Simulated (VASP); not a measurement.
Runs of VASP 6.6.1 on Ba. The structure is that of space group Pm-3m (No. 221), or close to it. The cells are those of the table. 

```csv
cell,gap on the mesh (eV),pressure (GPa)
"a = 3.969 Å, 1 atom",none,-1.5
"a = 3.918 Å, 1 atom",none,-1.3
"a = 3.891 Å, 1 atom",none,(a)
"a = 3.995 Å, 1 atom",none,-1.5
"a = 3.944 Å, 1 atom",none,-1.4
"a = 3.838 Å, 1 atom",none,(b)
"a = 3.865 Å, 1 atom",none,-1.0
```

Alike in all rows: task single point; level LDA; potentials or basis VASP PAW LDA potentials, release 64 (Ba_sv); no spin polarisation; k mesh 6 × 6 × 6; cutoff (eV) 520; smearing methfessel-paxton 0.15 eV.

**Question.** Estimate the missing entries.

**Answer.** (a) -1.2; (b) -0.8.

Caveats: spin-orbit coupling is left out, which moves the levels of the heavy elements.

A k mesh can miss the band edges, and the runs leave out spin-orbit coupling on Ba.

A gap of «none» marks levels without a gap at the run's occupations.
